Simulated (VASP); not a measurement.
# PbSe in VASP: a series of runs, part 2 of 2

VASP 6.6.1. Earlier steps stand in the parts before.

**5. Single point, r2SCAN (strain along [111] +4.0%)**

File POSCAR:

```
PbSe
1.0
    0.0817476521      3.1704498723      3.1704498723
    3.1704498723      0.0817476521      3.1704498723
    3.1704498723      3.1704498723      0.0817476521
Pb Se
1 1
Direct
    0.0000000000      0.0000000000      0.0000000000
    0.5000000000      0.5000000000      0.5000000000
```

File INCAR.step1:

```
PREC = Accurate
ENCUT = 520
ISMEAR = 0
SIGMA = 0.01
LREAL = F
LASPH = T
NELM = 60
NBANDS = 17
GGA = PE
ALGO = Normal
EDIFF = 1E-4
LWAVE = T
LCHARG = F
```

File INCAR.step2:

```
PREC = Accurate
ENCUT = 520
EDIFF = 1E-6
ISMEAR = 0
SIGMA = 0.01
LREAL = F
LASPH = T
NELM = 60
ALGO = Normal
ISIF = 2
LWAVE = F
LCHARG = F
METAGGA = R2SCAN
LMIXTAU = T
NBANDS = 17
ISTART = 1
```

File KPOINTS:

```
Automatic mesh
0
Gamma
  8 8 8
```

Potentials or basis: VASP PAW PBE potentials, release 64 (Pb_d, Se).

Run with:

```sh
cat potpaw_PBE.64/Pb_d/POTCAR potpaw_PBE.64/Se/POTCAR > POTCAR
cp INCAR.step1 INCAR
mpirun -np 1 vasp_std > vasp.out
cp INCAR.step2 INCAR
mpirun -np 1 vasp_std > vasp.out
```

OUTCAR:

```text
PREC = Accurate
   ENCUT = 520
   EDIFF = 1E-6
   ISMEAR = 0
   LREAL = F
   LASPH = T
   NELM = 60
   ISIF = 2
   METAGGA = R2SCAN
   ISTART = 1

 ion  position               nearest neighbor table
   1  0.000  0.000  0.000-   2 3.13   2 3.13   2 3.13   2 3.13   2 3.13   2 3.13
   2  0.500  0.500  0.500-   1 3.13   1 3.13   1 3.13   1 3.13   1 3.13   1 3.13

  LATTYP: Found a trigonal (rhomboedric) cell.
 ALAT       =     4.4844383666
 COS(alpha) =     0.5256095239

[... 192 lines left out ...]
      3     -13.2607      2.00000
      4     -13.2533      2.00000
      5     -13.2533      2.00000
      6      -9.4708      2.00000
[... 457 lines left out ...]
      4     -13.2539      2.00000
      5     -13.2418      2.00000
      6      -8.8665      2.00000
[... 9 lines left out ...]
     16      13.7635      0.00000
     17      15.0246      0.00000

 [... further k-points ...]
[... 5 lines left out ...]
  --------------------------------------------------------------------------------------
  -------------------------------------------------------------------------------------
  Total       -0.7123441     -0.7123441     -0.7123441     -0.1935483     -0.1935483     -0.1935483
  in kB      -18.6266278    -18.6266278    -18.6266278     -5.0609698     -5.0609698     -5.0609698
  external PRESSURE =     -18.6266278 kB  Pullay stress =       0.0000000 kB

 VOLUME and BASIS-vectors are now :
 -----------------------------------------------------------------------------
  energy-cutoff  :      520.00
  volume of cell :       61.27
      direct lattice vectors                 reciprocal lattice vectors
     0.081747652  3.170449872  3.170449872    -0.163940704  0.159819869  0.159819869
     3.170449872  0.081747652  3.170449872     0.159819869 -0.163940704  0.159819869
     3.170449872  3.170449872  0.081747652     0.159819869  0.159819869 -0.163940704

 POSITION                                       TOTAL-FORCE (eV/Angst)
 -----------------------------------------------------------------------------------
      0.00000      0.00000      0.00000         0.000000     -0.000000      0.000000
      3.21132      3.21132      3.21132        -0.000000      0.000000     -0.000000
 -----------------------------------------------------------------------------------
    total drift:                               -0.000000      0.000000      0.000000

  FREE ENERGIE OF THE ION-ELECTRON SYSTEM (eV)
  ---------------------------------------------------
  free  energy   TOTEN  =       -71.9188796279 eV

  energy  without entropy=      -71.9188796279  energy(sigma->0) =      -71.91887963
```

OUTCAR.step1:

```text
PREC = Accurate
   ENCUT = 520
   ISMEAR = 0
   LREAL = F
   LASPH = T
[... 702 lines left out ...]
 -----------------------------------------------------------------------------------
      0.00000      0.00000      0.00000        -0.000000      0.000000     -0.000000
      3.21132      3.21132      3.21132         0.000000     -0.000000      0.000000
 -----------------------------------------------------------------------------------
    total drift:                               -0.000000      0.000000      0.000000

  FREE ENERGIE OF THE ION-ELECTRON SYSTEM (eV)
  ---------------------------------------------------
  free  energy   TOTEN  =        -8.1887206893 eV

  energy  without entropy=       -8.1887206893  energy(sigma->0) =       -8.18872069
```

OSZICAR.step1:

```text
N       E                     dE             d eps       ncg     rms          rms(c)
DAV:   1     0.156062294332E+03    0.15606E+03   -0.94827E+03  2226   0.119E+03
DAV:   2     0.351606394848E+01   -0.15255E+03   -0.14719E+03  2307   0.300E+02
DAV:   3    -0.823523641038E+01   -0.11751E+02   -0.11649E+02  2882   0.893E+01
DAV:   4    -0.851859434392E+01   -0.28336E+00   -0.28310E+00  2688   0.157E+01
DAV:   5    -0.852829063347E+01   -0.96963E-02   -0.96958E-02  3165   0.284E+00    0.270E+00
DAV:   6    -0.818923366754E+01    0.33906E+00   -0.87712E-01  3268   0.592E+00    0.144E+00
DAV:   7    -0.818544784710E+01    0.37858E-02   -0.13151E-01  2618   0.167E+00    0.833E-01
DAV:   8    -0.818929306647E+01   -0.38452E-02   -0.15739E-02  2600   0.129E+00    0.204E-01
DAV:   9    -0.818860851586E+01    0.68455E-03   -0.34757E-03  3391   0.514E-01    0.650E-02
DAV:  10    -0.818871279985E+01   -0.10428E-03   -0.26222E-04  2527   0.944E-02    0.236E-02
DAV:  11    -0.818872068928E+01   -0.78894E-05   -0.50730E-05  1896   0.739E-02
   1 F= -.81887207E+01 E0= -.81887207E+01  d E =-.478697E-39
```

Wall time 7.7 min (1 thread of Intel Xeon 8259CL, shared host); peak memory 0.26 GiB.

What came out:

```yaml
Free_energy: -71.9189 eV
Pressure: -1.9 GPa
Band_gap_on_the_k_mesh: 0.55 eV (least direct gap 0.75 eV)
```

Stress tensor (GPa, compression positive):
```
-1.86 -0.51 -0.51
-0.51 -1.86 -0.51
-0.51 -0.51 -1.86
```

Caveat: the cell differs from its parent crystal (strain along [111] +4.0%); the PAW data sets were made with another functional, which shifts forces and pressure a little; spin-orbit coupling is left out, which moves the levels of the heavy elements.

**6. The runs side by side**

| level | cell | smearing | gap on the mesh (eV) | pressure (GPa) |
| --- | --- | --- | --- | --- |
| PBE | a = 4.484 Å, angles 58.3°, 2 atoms | fermi-dirac 0.02 eV | 0.27 | -0.9 |
| r2SCAN | a = 4.418, b = 4.418, c = 4.467 Å, angles 59.6, 59.6, 60.7°, 2 atoms | gaussian 0.01 eV | 0.79 | -2.0 |
| r2SCAN | a = 4.368, b = 4.488, c = 4.488 Å, angles 58.2, 60.9, 60.9°, 2 atoms | gaussian 0.01 eV | 0.76 | -2.1 |
| r2SCAN | a = 4.484 Å, angles 58.3°, 2 atoms | gaussian 0.01 eV | 0.55 | -1.9 |

Alike in all rows: task single point; potentials or basis VASP PAW PBE potentials, release 64 (Pb_d, Se); no spin polarisation; k mesh 8 × 8 × 8; cutoff (eV) 520.

Caveats: spin-orbit coupling is left out, which moves the levels of the heavy elements; the PAW data sets were made with another functional, which shifts forces and pressure a little (at least some runs).

Total energies depend on the potentials used, so only differences within one code and one set of settings carry meaning.
